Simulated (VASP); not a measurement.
# LiNbO3 (R-3c) in VASP: settings compared, part 2 of 2

VASP 6.6.1. The steps go on from the part before.

### 3 Relaxation of cell and atoms, PBEsol

This run uses another cell than the first one, of 10.86 Å³/atom.

INCAR

```
ALGO = Normal ; EDIFF = 1E-6
EDIFFG = -0.005 ; ENCUT = 600
GGA = PS ; IBRION = 2
ISIF = 3 ; ISMEAR = -1
LASPH = True ; LCHARG = False
LREAL = False ; LWAVE = False
NELM = 100 ; NSW = 80
PREC = Accurate ; SIGMA = 0.02
```

KPOINTS

```
k-points
0
Gamma
  6 6 6
```

POSCAR

```
LiNbO3
1.0
    2.6115006886      1.5077506256      4.5982845460
   -2.6115006886      1.5077506256      4.5982845460
    0.0000000000     -3.0155012511      4.5982845460
Li Nb O
2 2 6
Direct
    0.2500000000      0.2500000000      0.2500000000
    0.7500000000      0.7500000000      0.7500000000
    0.5000000000      0.5000000000      0.5000000000
    0.0000000000      0.0000000000      0.0000000000
    0.1303704215      0.3696295785      0.7500000000
    0.3696295785      0.7500000000      0.1303704215
    0.8696295785      0.6303704215      0.2500000000
    0.2500000000      0.8696295785      0.6303704215
    0.6303704215      0.2500000000      0.8696295785
    0.7500000000      0.1303704215      0.3696295785
```

Potentials or basis: VASP PAW PBE potentials, release 64 (Li_sv, Nb_sv, O).

On the command line:

```console
$ cat potpaw_PBE.64/Li_sv/POTCAR potpaw_PBE.64/Nb_sv/POTCAR potpaw_PBE.64/O/POTCAR > POTCAR
$ mpirun -np 1 vasp_std > vasp.out
```

OUTCAR:

```text
EDIFF = 1E-6
   EDIFFG = -0.005
   ENCUT = 600
   GGA = PS
   IBRION = 2
   ISIF = 3
   ISMEAR = -1
   LASPH = True
   LREAL = False
   NELM = 100
   NSW = 80
   PREC = Accurate

 ion  position               nearest neighbor table
   1  0.250  0.250  0.250-   7 1.99   8 1.99   9 1.99
   2  0.750  0.750  0.750-   5 1.99   6 1.99  10 1.99
   3  0.500  0.500  0.500-   8 2.00  10 2.00   9 2.00   6 2.00   7 2.00   5 2.00
   4  0.000  0.000  0.000-   6 2.00   9 2.00   8 2.00  10 2.00   7 2.00   5 2.00
   5  0.130  0.370  0.750-   2 1.99   3 2.00   4 2.00
   6  0.370  0.750  0.130-   2 1.99   4 2.00   3 2.00
   7  0.870  0.630  0.250-   1 1.99   3 2.00   4 2.00
   8  0.250  0.870  0.630-   1 1.99   3 2.00   4 2.00
   9  0.630  0.250  0.870-   1 1.99   4 2.00   3 2.00
  10  0.750  0.130  0.370-   2 1.99   3 2.00   4 2.00

  LATTYP: Found a trigonal (rhomboedric) cell.
 ALAT       =     5.4988606603
 COS(alpha) =     0.5489082803

  Lattice vectors:

 A1 = (   2.6115006886,   1.5077506256,   4.5982845460)
 A2 = (  -2.6115006886,   1.5077506256,   4.5982845460)
 A3 = (   0.0000000000,  -3.0155012511,   4.5982845460)

Analysis of symmetry for initial positions (statically):
=====================================================================
 Subroutine PRICEL returns:
 Original cell was already a primitive cell.

[... 198 lines left out ...]
  external PRESSURE =     -56.5115403 kB  Pullay stress =       0.0000000 kB
[... 113 lines left out ...]
  FREE ENERGIE OF THE ION-ELECTRON SYSTEM (eV)
  ---------------------------------------------------
  free  energy   TOTEN  =       -83.2044944140 eV

  energy  without entropy=      -83.2044944140  energy(sigma->0) =      -83.20449441

[... ionic steps 4 to 7 ...]

--------------------------------------- Ionic step        8  -------------------------------------------

 number of electron      68.0000003 magnetization

------------------------ aborting loop because EDIFF is reached ----------------------------------------
[... 83 lines left out ...]
--------------------------------------- Ionic step       10  -------------------------------------------

 number of electron      68.0000003 magnetization

 Free energy of the ion-electron system (eV)
  ---------------------------------------------------
  ext. energy  EPLUGINS =         0.00000000
  ---------------------------------------------------
  free energy    TOTEN  =       -83.20585919 eV

  energy without entropy =      -83.20585919  energy(sigma->0) =      -83.20585919

 E-fermi :   4.1083     XC(G=0): -11.0749

 val. band max:        3.6733562754   @ k =  -0.1667   0.1667   0.0000
 cond. band min:       6.2174786722   @ k =   0.5000   0.5000   0.0000
 fundamental gap:      2.5441223967
 Fermi energy:         4.1082882437

 k-point     1 :       0.0000    0.0000    0.0000
  band No.  band energies     occupation
      1     -50.5938      2.00000
      2     -50.5771      2.00000
      3     -38.4591      2.00000
      4     -38.4567      2.00000
      5     -26.8979      2.00000
      6     -26.8979      2.00000
[... 1021 lines left out ...]
     39       8.7704      0.00000
     40       9.0014      0.00000

 [... further k-points ...]
[... 5 lines left out ...]
  --------------------------------------------------------------------------------------
  -------------------------------------------------------------------------------------
  Total       -0.0394662     -0.0394662     -0.0199015      0.0000000     -0.0000000      0.0000000
  in kB       -0.5985554     -0.5985554     -0.3018316      0.0000000     -0.0000000      0.0000000
  external PRESSURE =      -0.4996475 kB  Pullay stress =       0.0000000 kB
[... 25 lines left out ...]
  FREE ENERGIE OF THE ION-ELECTRON SYSTEM (eV)
  ---------------------------------------------------
  free  energy   TOTEN  =       -83.2058591924 eV

  energy  without entropy=      -83.2058591924  energy(sigma->0) =      -83.20585919

 reached required accuracy - stopping structural energy minimisation
```

CONTCAR:

```text
LiNbO3
   1.00000000000000
     2.5908428630622904    1.4958238244639213    4.5431698433235228
    -2.5908428630622904    1.4958238244639213    4.5431698433235228
     0.0000000000000000   -2.9916476488298316    4.5431698433239154
  Li              Nb              O
     2     2     6
Direct
     0.2500000000000000    0.2500000000000000    0.2500000000000000
     0.7500000000000000    0.7500000000000000    0.7500000000000000
     0.5000000000000000    0.5000000000000000    0.5000000000000000
     0.0000000000000000    0.0000000000000000    0.0000000000000000
     0.1299763270198114    0.3700236729801887    0.7500000000000000
     0.3700236729801888    0.7500000000000002    0.1299763270198111
     0.8700236729801887    0.6299763270198113    0.2500000000000000
     0.2500000000000002    0.8700236729801889    0.6299763270198110
     0.6299763270198111    0.2499999999999998    0.8700236729801890
     0.7499999999999998    0.1299763270198112    0.3700236729801889

  0.00000000E+00  0.00000000E+00  0.00000000E+00
  0.00000000E+00  0.00000000E+00  0.00000000E+00
  0.00000000E+00  0.00000000E+00  0.00000000E+00
  0.00000000E+00  0.00000000E+00  0.00000000E+00
  0.00000000E+00  0.00000000E+00  0.00000000E+00
  0.00000000E+00  0.00000000E+00  0.00000000E+00
  0.00000000E+00  0.00000000E+00  0.00000000E+00
  0.00000000E+00  0.00000000E+00  0.00000000E+00
  0.00000000E+00  0.00000000E+00  0.00000000E+00
  0.00000000E+00  0.00000000E+00  0.00000000E+00
```

Run time: 26 min. Hardware: 1 thread of Oxide Virtual Turin-like, shared host; peak memory 0.4 GiB.

What came out:

* Free energy: -83.2059 eV
* Relaxed volume: 10.56 Å³/atom
* Relaxed cell: a = 5.440 Å, b = 5.440 Å, c = 5.440 Å, α = 56.89°, β = 56.89°, γ = 56.89°
* Space group after relaxing (to 0.1 Å): R-3c (No. 167)
* Energy gained by relaxing: 5.4 meV/atom
* Ionic steps: 10
* Pressure after relaxing: 0.0 GPa
* Band gap on the k mesh: 2.54 eV (least direct gap 2.65 eV)

Forces in eV/Å, atoms in the order of the input:
```
Li   0.000  0.000  0.000
Li   0.000  0.000  0.000
Nb   0.000  0.000  0.000
Nb   0.000  0.000  0.000
O   -0.002  0.000  0.000
O    0.001  0.002  0.000
O    0.002  0.000  0.000
O   -0.001  0.002  0.000
O   -0.001 -0.002  0.000
O    0.001 -0.002  0.000
```

Step by step:
| step | energy change (eV) | largest force (eV/Å) | pressure (GPa) | volume (Å³) |
| --- | --- | --- | --- | --- |
| 1 | 0.0000 | 0.1850 | -5.65 | 108.63 |
| 2 | 0.0229 | 0.3322 | 7.39 | 102.72 |
| 3 | -0.0523 | 0.0395 | -0.10 | 105.89 |
| 4 | -0.0523 | 0.0443 | 0.02 | 105.83 |
| 5 | -0.0531 | 0.0325 | 0.03 | 105.76 |
| 6 | -0.0535 | 0.0117 | 0.06 | 105.62 |
| 7 | -0.0535 | 0.0158 | 0.05 | 105.65 |
| 8 | -0.0536 | 0.0040 | -0.11 | 105.70 |
| 9 | -0.0536 | 0.0022 | -0.12 | 105.70 |
| 10 | -0.0537 | 0.0023 | -0.05 | 105.64 |

Final structure:
```
Li Nb O
1.0
     2.59084    1.49582    4.54317
    -2.59084    1.49582    4.54317
     0.00000   -2.99165    4.54317
Li Nb O
2 2 6
Cartesian
  0.0000 0.0000 3.4074
  0.0000 0.0000 10.2221
  0.0000 0.0000 6.8148
  0.0000 0.0000 0.0000
  -0.6219 -1.4958 5.6790
  -0.9845 1.2865 5.6790
  0.6219 1.4958 7.9505
  -1.6064 -0.2093 7.9505
  0.9845 -1.2865 7.9505
  1.6064 0.2093 5.6790
```

Caveat: the cutoff is under 1.25 times the usual one of these potentials, so pressure, stress and relaxed cells hold a basis-set (Pulay) error; the PAW data sets were made with another functional, which shifts forces and pressure a little. A k mesh can miss the band edges.
